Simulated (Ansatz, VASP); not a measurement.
FeO: VASP beside Ansatz

```
Fe O
1.0
     1.51882    0.87689    2.51958
    -1.51882    0.87689    2.51958
     0.00000   -1.75378    2.51958
Fe O
1 1
Direct
  0.00000 0.00000 0.00000
  0.50000 0.50000 0.50000
```

Alike in both runs: task relaxation of cell and atoms; functional BLYP; dispersion D4; k mesh 11 × 11 × 11; occupations fermi-dirac, width 0.05 eV; collinear spin.

```csv
,VASP,Ansatz
version,VASP 6.6.1,Ansatz 0.2.0
potentials or method,"VASP PAW PBE potentials, release 64 (Fe, O)",Ansatz PAW
plane-wave cutoff (eV),600,420
valence electrons in the cell,14,22
```

VASP gave:

- gap on the k mesh at the Fermi level, each at its own relaxed structure (eV): none
- net moment per atom (μB): 2.00
- size of the moment on the site where the two differ most (μB): 3.59
- relaxed volume (Å³/atom): 9.91
- relaxed cell length with the largest relative difference (Å): 3.038

Q: Estimate Ansatz's values.

A: gap on the k mesh at the Fermi level, each at its own relaxed structure (eV): none; net moment per atom (μB): 2.00; size of the moment on the site where the two differ most (μB): 3.43; relaxed volume (Å³/atom): 9.90; relaxed cell length with the largest relative difference (Å): 3.037.

VASP's potentials were made for PBE, not for BLYP. Site moments also hang on the region over which each program counts them. A gap of «none» marks a metal or a gap that the smearing closes. VASP's potentials hold 14 valence electrons a cell and Ansatz's 22, so a difference there can come from the potentials and not from the codes.

Noted on Ansatz's run: the plane-wave basis is chosen anew once the cell has moved, so the energies of steps on either side of that aren't comparable.
